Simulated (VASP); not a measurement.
# I (Fm-3m) in VASP: a series of runs

The runs below take I through single point, with PBE.

Program: VASP 6.6.1. These are calculated values, not measurements. Logs are shortened: lines on timing, memory, paths and dates and some standing lists are left out, and cuts for length are marked.

### 1 The cell of the first run

Symmetry: Fm-3m, No. 225, cubic system. Conventional cell: a = 4.087 Å, b = 4.087 Å, c = 4.087 Å, α = 90.00°, β = 90.00°, γ = 90.00°. Within 3.8 Å of I (site symmetry m-3m) lie 12 I at 2.89 Å.

### 2 Single point, PBE (17.06 Å³/atom)

Contents of INCAR:

```
PREC = Accurate
ENCUT = 500
EDIFF = 1E-6
ISMEAR = -1
SIGMA = 0.05
LREAL = F
LASPH = T
NELM = 120
ALGO = Normal
ISIF = 2
LWAVE = F
LCHARG = F
GGA = PE
NBANDS = 10
GGA_COMPAT = F
```

Contents of KPOINTS:

```
Automatic mesh
0
Gamma
  16 16 16
```

Contents of POSCAR:

```
I
1.0
    0.0000000000      2.0433878040      2.0433878040
    2.0433878040      0.0000000000      2.0433878040
    2.0433878040      2.0433878040      0.0000000000
I
1
Direct
    0.0000000000      0.0000000000      0.0000000000
```

Potentials or basis: VASP PAW PBE potentials, release 64 (I).

Run with:

```console
$ cat potpaw_PBE.64/I/POTCAR > POTCAR
$ mpirun -np 1 vasp_std > vasp.out
```

OUTCAR:

```text
PREC = Accurate
   ENCUT = 500
   EDIFF = 1E-6
   ISMEAR = -1
   LREAL = F
   LASPH = T
   NELM = 120
   ISIF = 2
   GGA = PE

 ion  position               nearest neighbor table
   1  0.000  0.000  0.000-

  LATTYP: Found a face centered cubic cell.
 ALAT       =     4.0867756080

  Lattice vectors:

 A1 = (   0.0000000000,   2.0433878040,   2.0433878040)
 A2 = (   2.0433878040,   0.0000000000,   2.0433878040)
 A3 = (   2.0433878040,   2.0433878040,   0.0000000000)

Analysis of symmetry for initial positions (statically):
=====================================================================
 Subroutine PRICEL returns:
 Original cell was already a primitive cell.

 Routine SETGRP: Setting up the symmetry group for a
 face centered cubic supercell.

 Subroutine GETGRP returns: Found 48 space group operations
 (whereof 48 operations were pure point group operations)
 out of a pool of 48 trial point group operations.

The static configuration has the point symmetry O_h .

Analysis of symmetry for dynamics (positions and initial velocities):
=====================================================================
 Subroutine PRICEL returns:
 Original cell was already a primitive cell.

 Routine SETGRP: Setting up the symmetry group for a
 face centered cubic supercell.

 Subroutine GETGRP returns: Found 48 space group operations
 (whereof 48 operations were pure point group operations)
 out of a pool of 48 trial point group operations.

The dynamic configuration has the point symmetry O_h .

 Subroutine INISYM returns: Found 48 space group operations
 (whereof 48 operations are pure point group operations),
 and found     1 'primitive' translations

----------------------------------------------------------------------------------------

                                     Primitive cell

  volume of cell :      17.0641

  direct lattice vectors                    reciprocal lattice vectors
     0.000000000  2.043387804  2.043387804    -0.244691683  0.244691683  0.244691683
     2.043387804  0.000000000  2.043387804     0.244691683 -0.244691683  0.244691683
     2.043387804  2.043387804  0.000000000     0.244691683  0.244691683 -0.244691683

  length of vectors
     2.889786746  2.889786746  2.889786746     0.423818426  0.423818426  0.423818426
[... 79 lines left out ...]
   EDIFF  = 0.1E-05   stopping-criterion for ELM
   LREAL  =      F    real-space projection
   EDIFFG = 0.1E-04   stopping-criterion for IOM
   NSW    =      0    number of steps for IOM
   IBRION =     -1    ionic relax: 0-MD 1-quasi-New 2-CG
   NFREE  =      0    steps in history (QN), initial steepest desc. (CG)
   ISIF   =      2    stress and relaxation
   ISYM   =      2    0-nonsym 1-usesym 2-fastsym
   POTIM  = 0.5000    time-step for ionic-motion
   TEBEG  =    0.0;   TEEND  =   0.0 temperature during run
   PSTRESS=    0.0 pullay stress
   NELECT =       7.0000    total number of electrons
   NUPDOWN=      -1.0000    fix difference up-down
   EMIN   =  10.00;   EMAX   =-10.00  energy-range for DOS
   EFERMI =   0.00;   METHOD = LEGACY
   ISMEAR =    -1;   SIGMA  =   0.05  broadening in eV -4-tet -1-fermi 0-gaus
   EFERMI_NEDOS =   21; number of points for ismear=-14 and -15
   IALGO  =     38    algorithm
   IMIX   =      4    mixing-type and parameters
     AMIX     =   0.40;   BMIX     =  1.00
     AMIX_MAG =   1.60;   BMIX_MAG =  1.00
  volume/ion in A,a.u.               =      17.06       115.15
  Fermi-wavevector in a.u.,A,eV,Ry     =   1.216410  2.298682 20.131911  1.479654
  Thomas-Fermi vector in A             =   2.351765
   LORBIT       =      0    0 simple, 1 ext, 2 COOP (PROOUT), +10 PAW based schemes
   GGA     = PE    functional components
   LHFCALC =     F    Hartree Fock is set to
   AEXX    =    0.0000 exact exchange contribution
   IVDW    =     0    specifies the selected vdW correction
   LEPSILON=     F    determine dielectric tensor
   LRPA    =     F    only Hartree local field effects (RPA)
 non-spin polarized calculation
  energy-cutoff  :      500.00
  volume of cell :       17.06
 maximum number of plane-waves:       448
 NGX is ok and might be reduce to    24
   NGX = 11   NGY = 11   NGZ = 11

 number of electron       6.9999999 magnetization

 Free energy of the ion-electron system (eV)
  ---------------------------------------------------
  ext. energy  EPLUGINS =         0.00000000
  ---------------------------------------------------
  free energy    TOTEN  =         1.91362091 eV

  energy without entropy =        1.91729501  energy(sigma->0) =        1.91545796

 E-fermi :  17.3555     XC(G=0): -12.6144

 val. band max:       17.3429717748   @ k =   0.3750   0.1250   0.0000
 cond. band min:      17.3947743313   @ k =   0.2500   0.1250   0.0625
 fundamental gap:      0.0518025565
 Fermi energy:        17.3554844310

 k-point     1 :       0.0000    0.0000    0.0000
  band No.  band energies     occupation
      1      -3.8133      2.00000
      2      21.0736      0.00000
      3      21.0736      0.00000
      4      21.0736      0.00000
      5      26.1077      0.00000
      6      26.6621      0.00000
      7      26.6621      0.00000
      8      26.6621      0.00000
      9      31.6117      0.00000
     10      32.8076      0.00000
[... 287 lines left out ...]
 k-point    24 :      -0.0625    0.0625    0.0000
  band No.  band energies     occupation
      1      -3.5254      2.00000
      2      19.0837      0.00000
      3      19.6624      0.00000
      4      21.1293      0.00000
      5      24.9955      0.00000
      6      26.8407      0.00000
      7      27.8026      0.00000
      8      29.7961      0.00000
      9      30.1037      0.00000
     10      30.3164      0.00000

 [... further k-points ...]

------------------------ aborting loop because EDIFF is reached ----------------------------------------

  FORCE on cell =-STRESS in cart. coord.  units (eV):
  Direction    XX          YY          ZZ          XY          YZ          ZX
  --------------------------------------------------------------------------------------
  -------------------------------------------------------------------------------------
  Total       11.3432694     11.3432694     11.3432694     -0.0000000     -0.0000000      0.0000000
  in kB     1065.0412809   1065.0412809   1065.0412809     -0.0000000     -0.0000000      0.0000000
  external PRESSURE =    1065.0412809 kB  Pullay stress =       0.0000000 kB

 VOLUME and BASIS-vectors are now :
 -----------------------------------------------------------------------------
  energy-cutoff  :      500.00
  volume of cell :       17.06
      direct lattice vectors                 reciprocal lattice vectors
     0.000000000  2.043387804  2.043387804    -0.244691683  0.244691683  0.244691683
     2.043387804  0.000000000  2.043387804     0.244691683 -0.244691683  0.244691683
     2.043387804  2.043387804  0.000000000     0.244691683  0.244691683 -0.244691683

 POSITION                                       TOTAL-FORCE (eV/Angst)
 -----------------------------------------------------------------------------------
      0.00000      0.00000      0.00000         0.000000      0.000000      0.000000
 -----------------------------------------------------------------------------------
    total drift:                                0.000000     -0.000000      0.000000

  FREE ENERGIE OF THE ION-ELECTRON SYSTEM (eV)
  ---------------------------------------------------
  free  energy   TOTEN  =         1.9136209099 eV

  energy  without entropy=        1.9172950071  energy(sigma->0) =        1.91545796
```

OSZICAR:

```text
N       E                     dE             d eps       ncg     rms          rms(c)
DAV:   1     0.217305511611E+02    0.21731E+02   -0.28476E+03  2900   0.518E+02
DAV:   2     0.240902741930E+01   -0.19322E+02   -0.18642E+02  3966   0.965E+01
DAV:   3     0.190471188361E+01   -0.50432E+00   -0.49614E+00  3874   0.138E+01
DAV:   4     0.190268889858E+01   -0.20230E-02   -0.20226E-02  3898   0.102E+00
DAV:   5     0.190268134156E+01   -0.75570E-05   -0.75579E-05  3814   0.496E-02    0.180E+01
DAV:   6     0.191055708641E+01    0.78757E-02   -0.26023E-03  3734   0.272E-01    0.108E+01
DAV:   7     0.191357066847E+01    0.30136E-02   -0.45310E-03  3788   0.377E-01    0.229E-01
DAV:   8     0.191362279691E+01    0.52128E-04   -0.16799E-04  3394   0.749E-02    0.436E-02
DAV:   9     0.191362163299E+01   -0.11639E-05   -0.93019E-06  4114   0.172E-02    0.209E-02
DAV:  10     0.191362090995E+01   -0.72304E-06   -0.47338E-07  2628   0.427E-03
   1 F= 0.19136209E+01 E0= 0.19154580E+01  d E =-.367410E-02
```

stdout:

```text
POSCAR found type information on POSCAR I
 POSCAR found :  1 types and       1 ions
 scaLAPACK will be used
 LDA part: xc-table for (Slater+PW92), standard interpolation
 POSCAR, INCAR and KPOINTS ok, starting setup
 FFT: planning ... GRIDC
 FFT: planning ... GRID_SOFT
 FFT: planning ... GRID
 WAVECAR not read
 entering main loop
```

Run time: 12 s. Hardware: 1 thread of Intel Xeon Platinum 8488C (Sapphire Rapids), shared host; peak memory 0.15 GiB.

Results:

```yaml
Free_energy: 1.9136 eV
Pressure: 106.5 GPa
Band_gap_on_the_k_mesh: zero (an odd number of electrons rules out a gap without spin polarisation)
```

Levels at points of the mesh, in eV from the Fermi level:
| k point | band 2 | band 3 | band 4 | band 5 | band 6 | band 7 |
| --- | --- | --- | --- | --- | --- | --- |
| (0.00, 0.00, 0.00) | 3.72 | 3.72 | 3.72 | 8.75 | 9.31 | 9.31 |
| (0.50, 0.00, 0.00) | -11.95 | 1.19 | 1.19 | 7.81 | 8.13 | 8.13 |
| (0.50, 0.50, 0.00) | -10.76 | -3.46 | -3.46 | 1.93 | 1.94 | 20.06 |

Caveat: the cell stands under pressure; spin-orbit coupling is left out, which moves the levels of the heavy elements; an odd number of electrons without spin polarisation forces a metal; a magnetic or distorted state may lie lower.

### 3 Single point, PBE

This run uses another cell than the first one, of 16.94 Å³/atom.

Contents of INCAR:

```
PREC     = Accurate       # precision mode
ENCUT    = 500            # plane-wave cutoff, eV
EDIFF    = 1E-6           # SCF threshold, eV
ISMEAR   = -1             # smearing method
SIGMA    = 0.05           # smearing width, eV
LREAL    = False          # projectors in reciprocal space
LASPH    = True           # aspherical terms in the spheres
NELM     = 120            # most SCF steps
ALGO     = Normal         # electronic algorithm
ISIF     = 2              # what is computed and relaxed
LWAVE    = False          # write WAVECAR
LCHARG   = True           # write CHGCAR
GGA      = PE             # functional
LELF     = True           # ELF
LVHAR    = True         
NBANDS   = 10             # bands
GGA_COMPAT= False
```

Contents of KPOINTS:

```
regular mesh
0
Gamma
  16 16 16
```

Contents of POSCAR:

```
I
1.0
    0.0000000000      2.0382581620      2.0382581620
    2.0382581620      0.0000000000      2.0382581620
    2.0382581620      2.0382581620      0.0000000000
I
1
Direct
    0.0000000000      0.0000000000      0.0000000000
```

Potentials or basis: VASP PAW PBE potentials, release 64 (I).

Run with:

```console
$ cat potpaw_PBE.64/I/POTCAR > POTCAR
$ mpirun -np 1 vasp_std > vasp.out
```

OUTCAR:

```text
PREC = Accurate
   ENCUT = 500
   EDIFF = 1E-6
   ISMEAR = -1
   LREAL = False
   LASPH = True
   NELM = 120
   ISIF = 2
   GGA = PE

 ion  position               nearest neighbor table
   1  0.000  0.000  0.000-

  LATTYP: Found a face centered cubic cell.
 ALAT       =     4.0765163240

  Lattice vectors:

 A1 = (   0.0000000000,   2.0382581620,   2.0382581620)
 A2 = (   2.0382581620,   0.0000000000,   2.0382581620)
 A3 = (   2.0382581620,   2.0382581620,   0.0000000000)

Analysis of symmetry for initial positions (statically):
=====================================================================
 Subroutine PRICEL returns:
 Original cell was already a primitive cell.

 Routine SETGRP: Setting up the symmetry group for a
 face centered cubic supercell.

 Subroutine GETGRP returns: Found 48 space group operations
 (whereof 48 operations were pure point group operations)
 out of a pool of 48 trial point group operations.

The static configuration has the point symmetry O_h .

Analysis of symmetry for dynamics (positions and initial velocities):
[... 163 lines left out ...]

 k-point     1 :       0.0000    0.0000    0.0000
  band No.  band energies     occupation
      1      -3.7513      2.00000
      2      21.3002      0.00000
      3      21.3002      0.00000
      4      21.3002      0.00000
      5      26.2344      0.00000
      6      26.8411      0.00000
      7      26.8411      0.00000
      8      26.8411      0.00000
      9      31.8826      0.00000
     10      32.9883      0.00000
[... 287 lines left out ...]
 k-point    24 :      -0.0625    0.0625    0.0000
  band No.  band energies     occupation
      1      -3.4614      2.00000
      2      19.2892      0.00000
      3      19.8612      0.00000
      4      21.3592      0.00000
      5      25.1504      0.00000
      6      27.0196      0.00000
      7      28.0012      0.00000
      8      29.9787      0.00000
      9      30.2841      0.00000
     10      30.4985      0.00000

 [... further k-points ...]

------------------------ aborting loop because EDIFF is reached ----------------------------------------

  FORCE on cell =-STRESS in cart. coord.  units (eV):
  Direction    XX          YY          ZZ          XY          YZ          ZX
  --------------------------------------------------------------------------------------
  -------------------------------------------------------------------------------------
  Total       11.5866659     11.5866659     11.5866659      0.0000000      0.0000000     -0.0000000
  in kB     1096.1285812   1096.1285812   1096.1285812      0.0000000      0.0000000     -0.0000000
  external PRESSURE =    1096.1285812 kB  Pullay stress =       0.0000000 kB

 VOLUME and BASIS-vectors are now :
 -----------------------------------------------------------------------------
  energy-cutoff  :      500.00
  volume of cell :       16.94
      direct lattice vectors                 reciprocal lattice vectors
     0.000000000  2.038258162  2.038258162    -0.245307493  0.245307493  0.245307493
     2.038258162  0.000000000  2.038258162     0.245307493 -0.245307493  0.245307493
     2.038258162  2.038258162  0.000000000     0.245307493  0.245307493 -0.245307493

 POSITION                                       TOTAL-FORCE (eV/Angst)
 -----------------------------------------------------------------------------------
      0.00000      0.00000      0.00000         0.000000      0.000000      0.000000
 -----------------------------------------------------------------------------------
    total drift:                                0.000000      0.000000      0.000000

  FREE ENERGIE OF THE ION-ELECTRON SYSTEM (eV)
  ---------------------------------------------------
  free  energy   TOTEN  =         2.0000626067 eV

  energy  without entropy=        2.0036861453  energy(sigma->0) =        2.00187438
```

Run time: 10 s. Hardware: 1 thread of Intel Xeon Platinum 8488C (Sapphire Rapids), shared host; peak memory 0.15 GiB.

Results:

* Free energy: 2.0001 eV
* Pressure: 109.6 GPa
* Band gap on the k mesh: zero (an odd number of electrons rules out a gap without spin polarisation)

Levels at points of the mesh, in eV from the Fermi level:
```
           k point  band 1  band 2  band 3  band 4  band 5  band 6  band 7  band 8
(0.00, 0.00, 0.00)  -21.29    3.76    3.76    3.76    8.70    9.30    9.30    9.30
(0.50, 0.00, 0.00)  -15.74  -12.05    1.21    1.21    7.84    8.12    8.12    8.22
(0.50, 0.50, 0.00)  -13.22  -10.85   -3.49   -3.49    1.89    1.92   20.06   22.38
```

Caveat: the cell stands under pressure; spin-orbit coupling is left out, which moves the levels of the heavy elements; an odd number of electrons without spin polarisation forces a metal; a magnetic or distorted state may lie lower.
